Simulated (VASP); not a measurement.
GaH: single point with PBE

Crystal: GaH.

```
Ga H
1.0
     3.12464    0.00000    0.00000
    -1.56232    2.70602    0.00000
     0.00000    0.00000    2.75564
Ga H
1 1
Direct
  0.00000 0.00000 0.50000
  0.66667 0.33333 0.00000
```

The cell was generated, and may not be a known phase.

```
Program                : VASP 6.6.1
Task                   : single point
Functional             : PBE
Potentials or basis    : VASP PAW PBE potentials, release 64 (Ga_d, H)
Cutoff                 : 500 eV
k mesh                 : 5 × 5 × 5
Occupations            : gaussian, width 0.15 eV
Spin                   : no spin polarisation
Dipole correction      : no
Further INCAR settings : ALGO = Normal; EDIFF = 1e-06; NBANDS = 14
```

```
Pressure               : 0.0 GPa
Band gap on the k mesh : zero (bands 7 and 8 overlap by 4.83 eV)
```

Stress tensor (GPa, compression positive):
```
 0.04  0.00  0.00
 0.00  0.04  0.00
 0.00  0.00 -0.16
```

Levels at points of the mesh, in eV from the Fermi level:
| k point | band 5 | band 6 | band 7 | band 8 | band 9 | band 10 |
| --- | --- | --- | --- | --- | --- | --- |
| (0.00, 0.00, 0.00) | -14.83 | -11.57 | 4.13 | 7.70 | 7.70 | 8.15 |

It took 4 s on 1 thread of AMD EPYC 7R13 Processor (Zen 3), on a shared host, peak memory 0.1 GiB.

Caveat: the k points lie up to 0.46 Å⁻¹ apart, too coarse for converged energies and pressures of a metal.
